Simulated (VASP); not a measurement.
Wanted: the native input for a VASP 6.6.1 run.

* Task: single point
* Functional: PBE
* Potentials or basis: VASP PAW PBE potentials, release 64 (La, Re)
* Cutoff: 520 eV
* k mesh: 10 × 10 × 10
* Occupations: gaussian, width 0.05 eV
* Spin: no spin polarisation
* Dipole correction: no
* Further INCAR settings: ALGO = Fast; EDIFF = 1e-06; NBANDS = 16

The structure of LaRe lies in POSCAR:

```
LaRe
1.0
    3.6992319249      0.0000000000      0.0000000000
    0.0000000000      3.6992319249      0.0000000000
    0.0000000000      0.0000000000      3.6992319249
La Re
1 1
Direct
    0.0000000000      0.0000000000      0.0000000000
    0.5000000000      0.5000000000      0.5000000000
```

The input as run:

INCAR

```
PREC     = Accurate       # precision mode
ENCUT    = 520            # plane-wave cutoff, eV
EDIFF    = 1E-6           # SCF threshold, eV
ISMEAR   = 0              # smearing method
SIGMA    = 0.05           # smearing width, eV
LREAL    = F              # projectors in reciprocal space
LASPH    = T              # aspherical terms in the spheres
NELM     = 60             # most SCF steps
ALGO     = Fast           # electronic algorithm
ISIF     = 2              # what is computed and relaxed
LWAVE    = F              # write WAVECAR
LCHARG   = F              # write CHGCAR
GGA      = PE             # functional
NBANDS   = 16             # bands
```

KPOINTS

```
regular mesh
0
Gamma
  10 10 10
```

Potentials or basis: VASP PAW PBE potentials, release 64 (La, Re).

Command:

```bash
$ cat potpaw_PBE.64/La/POTCAR potpaw_PBE.64/Re/POTCAR > POTCAR
$ mpirun -np 1 vasp_std > vasp.out
```

It gave:

```json
{
 "Pressure": "-7.3 GPa",
 "Band gap on the k mesh": "zero (bands 9 and 10 overlap by 1.73 eV)"
}
```

Caveat: the cell stands under tension; spin-orbit coupling is left out, which moves the levels of the heavy elements.

It took 50 s on 1 thread of Intel(R) Xeon(R) 6975P-C (Granite Rapids), on a shared host, peak memory 0.21 GiB.
